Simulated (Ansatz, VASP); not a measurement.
## SiO2: VASP beside Ansatz

```
CELL_PARAMETERS angstrom
5.08015 0.00000 0.00000
-2.54007 4.39954 0.00000
0.00000 0.00000 5.55851
ATOMIC_POSITIONS crystal
Si 0.00000 0.50000 0.33333
Si 0.50000 0.50000 0.66667
Si 0.50000 0.00000 0.00000
O 0.58451 0.79226 0.83333
O 0.79226 0.58451 0.50000
O 0.79226 0.20774 0.16667
O 0.41549 0.20774 0.83333
O 0.20774 0.41549 0.50000
O 0.20774 0.79226 0.16667
```

Alike in both runs: functional PBEsol; k mesh 6 × 6 × 4; occupations gaussian, width 0.02 eV; no spin polarisation.

Ansatz relaxed the structure, and its values are those at the end. VASP's run is a single point on that final structure, the one shown.

|  | VASP | Ansatz |
| --- | --- | --- |
| version | VASP 6.6.1 | Ansatz 0.2.0 |
| potentials or method | VASP PAW PBE potentials, release 64 (Si, O), cutoff 520 eV | scalar-relativistic, plane waves, PAW |
| valence electrons in the cell | 48 | 48 |

|  | VASP | Ansatz | Ansatz less VASP |
| --- | --- | --- | --- |
| gap on the k mesh at the Fermi level (eV) | 5.55 | 5.55 | +0.002 |
| least direct gap on the mesh (eV) | 5.73 | 5.73 | -0.001 |
| pressure (GPa) | 0.5 | 0.0 | -0.53 |

VASP's potentials were made for PBE, not for PBEsol.
